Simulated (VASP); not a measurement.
# TmI4 (P-43m) in VASP: a series of runs

Runs on TmI4. Level: PBE. Tasks: single point.

Program: VASP 6.6.1. These are calculated values, not measurements. Logs are shortened: lines on timing, memory, paths and dates and some standing lists are left out, and cuts for length are marked.

## Step 1: The cell of the first run

Symmetry: P-43m, No. 215, cubic system. Conventional cell: a = 6.475 Å, b = 6.475 Å, c = 6.475 Å, α = 90.00°, β = 90.00°, γ = 90.00°. Tm (site symmetry -43m) has 4 I at 2.84 Å within 3.7 Å. I (site symmetry 3m) has 1 Tm at 2.84 Å within 3.7 Å.

The cell was generated, and may not be a known phase.

## Step 2: Single point, PBE

INCAR

```
ALGO = Normal
EDIFF = 1E-6
ENCUT = 520
GGA = PE
ISIF = 2
ISMEAR = 0
LASPH = T
LCHARG = F
LREAL = F
LWAVE = F
NBANDS = 34
NELM = 100
PREC = Accurate
SIGMA = 0.1
```

KPOINTS

```
k-points
0
Gamma
  6 6 6
```

POSCAR

```
TmI4
1.0
    6.4754359813      0.0000000000      0.0000000000
    0.0000000000      6.4754359813      0.0000000000
    0.0000000000      0.0000000000      6.4754359813
Tm I
1 4
Direct
    0.0000000000      0.0000000000      0.0000000000
    0.2531422974      0.2531422974      0.2531422974
    0.7468577026      0.7468577026      0.2531422974
    0.2531422974      0.7468577026      0.7468577026
    0.7468577026      0.2531422974      0.7468577026
```

Potentials or basis: VASP PAW PBE potentials, release 64 (Tm, I).

The run is started by

```bash
cat potpaw_PBE.64/Tm/POTCAR potpaw_PBE.64/I/POTCAR > POTCAR
mpirun -np 1 vasp_std > vasp.out
```

OUTCAR:

```text
EDIFF = 1E-6
   ENCUT = 520
   GGA = PE
   ISIF = 2
   ISMEAR = 0
   LASPH = T
   LREAL = F
   NELM = 100
   PREC = Accurate

 ion  position               nearest neighbor table
   1  0.000  0.000  0.000-   2 2.84   3 2.84   4 2.84   5 2.84
   2  0.253  0.253  0.253-   1 2.84
   3  0.747  0.747  0.253-   1 2.84
   4  0.253  0.747  0.747-   1 2.84
   5  0.747  0.253  0.747-   1 2.84

  LATTYP: Found a simple cubic cell.
 ALAT       =     6.4754359813

  Lattice vectors:

 A1 = (   6.4754359813,   0.0000000000,   0.0000000000)
 A2 = (   0.0000000000,   6.4754359813,   0.0000000000)
 A3 = (   0.0000000000,   0.0000000000,   6.4754359813)

Analysis of symmetry for initial positions (statically):
=====================================================================
 Subroutine PRICEL returns:
 Original cell was already a primitive cell.

 Routine SETGRP: Setting up the symmetry group for a
 simple cubic supercell.

 Subroutine GETGRP returns: Found 24 space group operations
 (whereof 24 operations were pure point group operations)
 out of a pool of 48 trial point group operations.

The static configuration has the point symmetry T_d .

Analysis of symmetry for dynamics (positions and initial velocities):
=====================================================================
 Subroutine PRICEL returns:
 Original cell was already a primitive cell.

 Routine SETGRP: Setting up the symmetry group for a
 simple cubic supercell.

 Subroutine GETGRP returns: Found 24 space group operations
 (whereof 24 operations were pure point group operations)
 out of a pool of 48 trial point group operations.

The dynamic configuration has the point symmetry T_d .

 Subroutine INISYM returns: Found 24 space group operations
 (whereof 24 operations are pure point group operations),
 and found     1 'primitive' translations

----------------------------------------------------------------------------------------

                                     Primitive cell

  volume of cell :     271.5233

  direct lattice vectors                    reciprocal lattice vectors
     6.475435981  0.000000000  0.000000000     0.154429756  0.000000000  0.000000000
     0.000000000  6.475435981  0.000000000     0.000000000  0.154429756  0.000000000
     0.000000000  0.000000000  6.475435981     0.000000000  0.000000000  0.154429756

  length of vectors
     6.475435981  6.475435981  6.475435981     0.154429756  0.154429756  0.154429756

  position of ions in fractional coordinates (direct lattice)
     0.000000000  0.000000000  0.000000000
     0.253142297  0.253142297  0.253142297
     0.746857703  0.746857703  0.253142297
     0.253142297  0.746857703  0.746857703
     0.746857703  0.253142297  0.746857703

  ion indices of the primitive-cell ions
   primitive index   ion index
                 1           1
                 2           2
                 3           3
                 4           4
                 5           5

----------------------------------------------------------------------------------------

 KPOINTS: k-points

Automatic generation of k-mesh.
 Grid dimensions read from file:
 generate k-points for:    6    6    6

 Generating k-lattice:

  Cartesian coordinates                     Fractional coordinates (reciprocal lattice)
     0.025738293  0.000000000  0.000000000     0.166666667  0.000000000  0.000000000
     0.000000000  0.025738293  0.000000000     0.000000000  0.166666667  0.000000000
     0.000000000  0.000000000  0.025738293     0.000000000  0.000000000  0.166666667

  Length of vectors
     0.025738293  0.025738293  0.025738293

  Shift w.r.t. Gamma in fractional coordinates (k-lattice)
     0.000000000  0.000000000  0.000000000

 Subroutine IBZKPT returns following result:
 ===========================================

 Found     20 irreducible k-points:

 Following reciprocal coordinates:
            Coordinates               Weight
  0.000000  0.000000  0.000000      1.000000
  0.166667  0.000000  0.000000      6.000000
  0.333333  0.000000  0.000000      6.000000
  0.500000  0.000000  0.000000      3.000000
  0.166667  0.166667  0.000000     12.000000
  0.333333  0.166667  0.000000     24.000000
[... 12 lines left out ...]
  0.500000  0.500000  0.333333      6.000000
  0.500000  0.500000  0.500000      1.000000
   k-points           NKPTS =     20   k-points in BZ     NKDIM =     20   number of bands    NBANDS=     34
   number of dos      NEDOS =    301   number of ions     NIONS =      5
   total plane-waves  NPLWV = 110592
   dimension x,y,z NGX =    48 NGY =   48 NGZ =   48
   dimension x,y,z NGXF=    96 NGYF=   96 NGZF=   96
   ions per type =               1   4
   NGX,Y,Z   is equivalent  to a cutoff of  12.32, 12.32, 12.32 a.u.
   NGXF,Y,Z  is equivalent  to a cutoff of  24.65, 24.65, 24.65 a.u.
 SYSTEM =  unknown system
   PREC   = accura    normal or accurate (medium, high low for compatibility)
   ISTART =      0    job   : 0-new  1-cont  2-samecut
   ICHARG =      2    charge: 1-file 2-atom 10-const
   ISPIN  =      1    spin polarized calculation?
   LNONCOLLINEAR =      F non collinear calculations
   LSORBIT =      F    spin-orbit coupling
   LASPH  =      T    aspherical Exc in radial PAW
   ENCUT  =  520.0 eV  38.22 Ry    6.18 a.u.  12.04 12.04 12.04*2*pi/ulx,y,z
   NELM   =    100;   NELMIN=  2; NELMDL= -5     # of ELM steps
   EDIFF  = 0.1E-05   stopping-criterion for ELM
   LREAL  =      F    real-space projection
   EDIFFG = 0.1E-04   stopping-criterion for IOM
   NSW    =      0    number of steps for IOM
   IBRION =     -1    ionic relax: 0-MD 1-quasi-New 2-CG
   NFREE  =      0    steps in history (QN), initial steepest desc. (CG)
   ISIF   =      2    stress and relaxation
   ISYM   =      2    0-nonsym 1-usesym 2-fastsym
   POTIM  = 0.5000    time-step for ionic-motion
   TEBEG  =    0.0;   TEEND  =   0.0 temperature during run
   PSTRESS=    0.0 pullay stress
   NELECT =      51.0000    total number of electrons
   NUPDOWN=      -1.0000    fix difference up-down
   EMIN   =  10.00;   EMAX   =-10.00  energy-range for DOS
   EFERMI =   0.00;   METHOD = LEGACY
   ISMEAR =     0;   SIGMA  =   0.10  broadening in eV -4-tet -1-fermi 0-gaus
   EFERMI_NEDOS =   21; number of points for ismear=-14 and -15
   IALGO  =     38    algorithm
   IMIX   =      4    mixing-type and parameters
     AMIX     =   0.40;   BMIX     =  1.00
     AMIX_MAG =   1.60;   BMIX_MAG =  1.00
  volume/ion in A,a.u.               =      54.30       366.47
  Fermi-wavevector in a.u.,A,eV,Ry     =   0.937553  1.771718 11.959600  0.879006
  Thomas-Fermi vector in A             =   2.064676
   LORBIT       =      0    0 simple, 1 ext, 2 COOP (PROOUT), +10 PAW based schemes
   GGA     = PE    functional components
   LHFCALC =     F    Hartree Fock is set to
   AEXX    =    0.0000 exact exchange contribution
   IVDW    =     0    specifies the selected vdW correction
   LEPSILON=     F    determine dielectric tensor
   LRPA    =     F    only Hartree local field effects (RPA)
 non-spin polarized calculation
 Gauss-broadening in eV      SIGMA  =   0.10
  energy-cutoff  :      520.00
  volume of cell :      271.52
 maximum number of plane-waves:      7400
   NGX = 25   NGY = 25   NGZ = 25

 number of electron      50.9999989 magnetization

 Free energy of the ion-electron system (eV)
  ---------------------------------------------------
  ext. energy  EPLUGINS =         0.00000000
  ---------------------------------------------------
  free energy    TOTEN  =       -12.94326081 eV

  energy without entropy =      -12.78524282  energy(sigma->0) =      -12.86425182

 E-fermi :  -0.5228     XC(G=0):  -6.9595

 val. band max:       -0.5242576421   @ k =   0.5000   0.1667   0.1667
 cond. band min:      -0.5180475676   @ k =   0.3333   0.1667   0.1667
 fundamental gap:      0.0062100746
 Fermi energy:        -0.5228298722

 k-point     1 :       0.0000    0.0000    0.0000
  band No.  band energies     occupation
      1     -49.7605      2.00000
      2     -23.0028      2.00000
      3     -23.0028      2.00000
      4     -23.0028      2.00000
      5     -11.6711      2.00000
      6     -11.2894      2.00000
[... 26 lines left out ...]
     33       4.2087      0.00000
     34       6.1579      0.00000

 k-point     2 :       0.1667    0.0000    0.0000
  band No.  band energies     occupation
      1     -49.7605      2.00000
      2     -23.0028      2.00000
      3     -23.0028      2.00000
      4     -23.0028      2.00000
      5     -11.6480      2.00000
      6     -11.3147      2.00000
[... 26 lines left out ...]
     33       4.4091      0.00000
     34       6.3258      0.00000

 k-point     3 :       0.3333    0.0000    0.0000
  band No.  band energies     occupation
      1     -49.7605      2.00000
      2     -23.0029      2.00000
      3     -23.0027      2.00000
      4     -23.0027      2.00000
      5     -11.5859      2.00000
      6     -11.3810      2.00000
[... 26 lines left out ...]
     33       5.0232      0.00000
     34       6.5423      0.00000

 k-point     4 :       0.5000    0.0000    0.0000
  band No.  band energies     occupation
      1     -49.7605      2.00000
      2     -23.0030      2.00000
      3     -23.0027      2.00000
      4     -23.0027      2.00000
      5     -11.5279      2.00000
      6     -11.4411      2.00000
[... 26 lines left out ...]
     33       5.5929      0.00000
     34       6.2276      0.00000

 k-point     5 :       0.1667    0.1667    0.0000
  band No.  band energies     occupation
      1     -49.7605      2.00000
      2     -23.0028      2.00000
      3     -23.0028      2.00000
      4     -23.0027      2.00000
      5     -11.6262      2.00000
      6     -11.3173      2.00000
[... 473 lines left out ...]
 k-point    18 :       0.5000    0.3333    0.3333
  band No.  band energies     occupation
      1     -49.7605      2.00000
      2     -23.0029      2.00000
      3     -23.0029      2.00000
      4     -23.0029      2.00000
      5     -11.4557      2.00000
      6     -11.3836      2.00000
[... 26 lines left out ...]
     33       5.5917      0.00000
     34       6.0760      0.00000

 k-point    19 :       0.5000    0.5000    0.3333
  band No.  band energies     occupation
      1     -49.7605      2.00000
      2     -23.0029      2.00000
      3     -23.0029      2.00000
      4     -23.0029      2.00000
      5     -11.4463      2.00000
      6     -11.3644      2.00000
[... 26 lines left out ...]
     33       5.4862      0.00000
     34       6.1854      0.00000

 k-point    20 :       0.5000    0.5000    0.5000
  band No.  band energies     occupation
      1     -49.7605      2.00000
      2     -23.0029      2.00000
      3     -23.0029      2.00000
      4     -23.0029      2.00000
      5     -11.4450      2.00000
      6     -11.3633      2.00000
[... 26 lines left out ...]
     33       5.1686      0.00000
     34       6.1292      0.00000

------------------------ aborting loop because EDIFF is reached ----------------------------------------

  FORCE on cell =-STRESS in cart. coord.  units (eV):
  Direction    XX          YY          ZZ          XY          YZ          ZX
  --------------------------------------------------------------------------------------
  -------------------------------------------------------------------------------------
  Total        0.5370580      0.5370580      0.5370580      0.0000000      0.0000000     -0.0000000
  in kB        3.1690184      3.1690184      3.1690184      0.0000000      0.0000000     -0.0000000
  external PRESSURE =       3.1690184 kB  Pullay stress =       0.0000000 kB

 VOLUME and BASIS-vectors are now :
 -----------------------------------------------------------------------------
  energy-cutoff  :      520.00
  volume of cell :      271.52
      direct lattice vectors                 reciprocal lattice vectors
     6.475435981  0.000000000  0.000000000     0.154429756  0.000000000  0.000000000
     0.000000000  6.475435981  0.000000000     0.000000000  0.154429756  0.000000000
     0.000000000  0.000000000  6.475435981     0.000000000  0.000000000  0.154429756

 POSITION                                       TOTAL-FORCE (eV/Angst)
 -----------------------------------------------------------------------------------
      0.00000      0.00000      0.00000        -0.000000     -0.000000     -0.000000
      1.63921      1.63921      1.63921         0.183339      0.183339      0.183339
      4.83623      4.83623      1.63921        -0.183339     -0.183339      0.183339
      1.63921      4.83623      4.83623         0.183339     -0.183339     -0.183339
      4.83623      1.63921      4.83623        -0.183339      0.183339     -0.183339
 -----------------------------------------------------------------------------------
    total drift:                                0.000000      0.000000     -0.000000

  FREE ENERGIE OF THE ION-ELECTRON SYSTEM (eV)
  ---------------------------------------------------
  free  energy   TOTEN  =       -12.9432608120 eV

  energy  without entropy=      -12.7852428247  energy(sigma->0) =      -12.86425182
```

It took 12 min on 1 thread of Intel Xeon 6975P-C (Granite Rapids), shared host; peak memory 0.43 GiB.

Results:

| Quantity | Value |
| --- | --- |
| Free energy | -12.9433 eV |
| Pressure | 0.3 GPa |
| Largest force | 0.318 eV/Å |
| Band gap on the k mesh | zero (an odd number of electrons rules out a gap without spin polarisation) |

Forces on the atoms (eV/Å):
```
Tm   0.000  0.000  0.000
I    0.183  0.183  0.183
I   -0.183 -0.183  0.183
I    0.183 -0.183 -0.183
I   -0.183  0.183 -0.183
```

Levels at points of the mesh, in eV from the Fermi level:
```csv
k point,band 22,band 23,band 24,band 25,band 26,band 27,band 28,band 29,band 30,band 31
"(0.00, 0.00, 0.00)",-0.06,-0.06,-0.06,-0.03,-0.03,-0.03,4.53,4.70,4.70,4.70
"(0.50, 0.00, 0.00)",-0.16,-0.15,-0.13,-0.13,0.00,0.00,4.69,5.03,5.03,5.21
"(0.50, 0.50, 0.00)",-0.17,-0.16,-0.16,-0.04,-0.04,0.11,4.94,5.05,5.12,5.54
"(0.50, 0.50, 0.50)",-0.13,-0.13,-0.13,0.12,0.12,0.12,4.96,4.96,5.54,5.54
```

Caveat: spin-orbit coupling is left out, which moves the levels of the heavy elements; an odd number of electrons without spin polarisation forces a metal; a magnetic or distorted state may lie lower; the run has no spin polarisation, though such a crystal can be magnetic; semilocal functionals describe open f shells poorly, which spoils levels, moments and volumes.

## Step 3: Single point, PBE

This run uses another cell than the first one, of 50.94 Å³/atom.

INCAR

```
SYSTEM = TmI4
ALGO = Normal ; EDIFF = 1E-6
ENCUT = 500 ; GGA = PE
GGA_COMPAT = .False. ; ISIF = 2
ISMEAR = 0 ; LASPH = .True.
LCHARG = .False. ; LMAXMIX = 6
LREAL = .False. ; LWAVE = .False.
NBANDS = 26 ; NELM = 200
PREC = Accurate ; SIGMA = 0.1
```

KPOINTS

```
k-points
0
Gamma
  4 4 4
  0 0 0
```

POSCAR

```
TmI4
1.0
    6.3389504269      0.0000000000      0.0000000000
    0.0000000000      6.3389504269      0.0000000000
    0.0000000000      0.0000000000      6.3389504269
Tm I
1 4
Direct
    0.0000000000      0.0000000000      0.0000000000
    0.2599802885      0.2599802885      0.2599802885
    0.7400197115      0.7400197115      0.2599802885
    0.2599802885      0.7400197115      0.7400197115
    0.7400197115      0.2599802885      0.7400197115
```

Potentials or basis: VASP PAW PBE potentials, release 64 (Tm_3, I), 4f in core.

The run is started by

```bash
cat potpaw_PBE.64/Tm_3/POTCAR potpaw_PBE.64/I/POTCAR > POTCAR
mpirun -np 1 vasp_std > vasp.out
```

Wall time 38 s (1 thread of Intel Xeon 6975P-C (Granite Rapids), shared host); peak memory 0.33 GiB.

It converged, with:

- Free energy: -14.5984 eV
- Pressure: 0.0 GPa
- Largest force: 0.092 eV/Å
- Band gap on the k mesh: zero (an odd number of electrons rules out a gap without spin polarisation)

Forces on the atoms (eV/Å):
```
Tm   0.000  0.000  0.000
I   -0.053 -0.053 -0.053
I    0.053  0.053 -0.053
I   -0.053  0.053  0.053
I    0.053 -0.053  0.053
```

Levels at points of the mesh, in eV from the Fermi level:
```
           k point  band 15  band 16  band 17  band 18  band 19  band 20  band 21  band 22  band 23  band 24
(0.00, 0.00, 0.00)    -0.35    -0.35    -0.05    -0.05    -0.05     3.98     3.98     4.18     4.18     4.18
(0.50, 0.00, 0.00)    -0.95    -0.39    -0.39    -0.06    -0.06     3.93     4.40     4.42     4.42     4.51
(0.50, 0.50, 0.00)    -0.87    -0.31    -0.31    -0.20     0.04     4.15     4.32     4.34     4.83     4.83
(0.50, 0.50, 0.50)    -0.22    -0.22     0.10     0.10     0.10     4.15     4.15     4.92     4.92     4.92
```

Caveat: spin-orbit coupling is left out, which moves the levels of the heavy elements; the 4f electrons are frozen in the core, so they carry no moment and show no levels; an odd number of electrons without spin polarisation forces a metal; a magnetic or distorted state may lie lower; the run has no spin polarisation, though such a crystal can be magnetic. Spin polarisation is off, so any magnetic state and its effect on volume and gap are missing.

The gap in the log of VASP goes by the Fermi energy; the results here count the filled bands.